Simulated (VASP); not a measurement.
Be: relaxation of cell and atoms with PBEsol

Be:

```xyz
2
Lattice="2.2900 0.0000 0.0000 -1.1450 1.9832 0.0000 0.0000 0.0000 3.5884" Properties=species:S:1:pos:R:3 pbc="T T T"
Be    0.0000    1.3221    2.6913
Be    1.1450    0.6611    0.8971
```

```
Program                : VASP 6.6.1
Task                   : relaxation of cell and atoms
Functional             : PBEsol
Potentials or basis    : VASP PAW PBE potentials, release 64 (Be)
Cutoff                 : 600 eV
k mesh                 : 20 × 20 × 12
Occupations            : gaussian, width 0.05 eV
Spin                   : no spin polarisation
Dipole correction      : no
Further INCAR settings : ALGO = Normal; EDIFF = 1e-06; IBRION = 2; EDIFFG = -0.01; NSW = 80; ISIF = 3
```

```yaml
Relaxed_volume: 7.86 Å³/atom
Relaxed_cell: a = 2.262 Å, b = 2.262 Å, c = 3.548 Å, α = 90.00°, β = 90.00°, γ = 120.00°
Space_group_after_relaxing_to_0.05_Å: P6_3/mmc (No. 194)
Energy_gained_by_relaxing: 3.7 meV/atom
Ionic_steps: 5
Pressure_after_relaxing: 0.1 GPa
Band_gap_on_the_k_mesh: zero (band 2 reaches 8.05 eV, above the bottom of band 3 at 6.62 eV)
```

Stress tensor (GPa, compression positive):
```
0.03 0.00 0.00
0.00 0.03 0.00
0.00 0.00 0.15
```

The path:
```
step  energy change (eV)  largest force (eV/Å)  pressure (GPa)  volume (Å³)
   1              0.0000                0.0000           -4.11        16.30
   2             -0.0073                0.0000           -0.58        15.81
   3             -0.0074                0.0000           -0.02        15.74
   4             -0.0074                0.0000            0.07        15.72
   5             -0.0075                0.0000            0.07        15.72
```

Final structure:
```
CELL_PARAMETERS angstrom
2.26203 0.00000 0.00000
-1.13102 1.95898 0.00000
0.00000 0.00000 3.54797
ATOMIC_POSITIONS crystal
Be 0.33333 0.66667 0.75000
Be 0.66667 0.33333 0.25000
```

Levels at points of the mesh, in eV from the Fermi level:
```
           k point  band 1  band 2  band 3  band 4  band 5
(0.00, 0.00, 0.00)  -11.28   -4.34    1.31   16.09   16.09
(0.50, 0.00, 0.00)   -4.96   -3.05    3.74    6.62    6.93
(0.00, 0.00, 0.50)   -9.10   -9.10   10.97   10.97   17.76
(0.50, 0.00, 0.50)   -3.57   -3.57    1.69    1.69   12.12
```

It took 36 s on 1 thread of Intel Xeon 6975P-C (shared host), peak memory 0.15 GiB.

Caveat: the PAW data sets were made with another functional, which shifts forces and pressure a little.
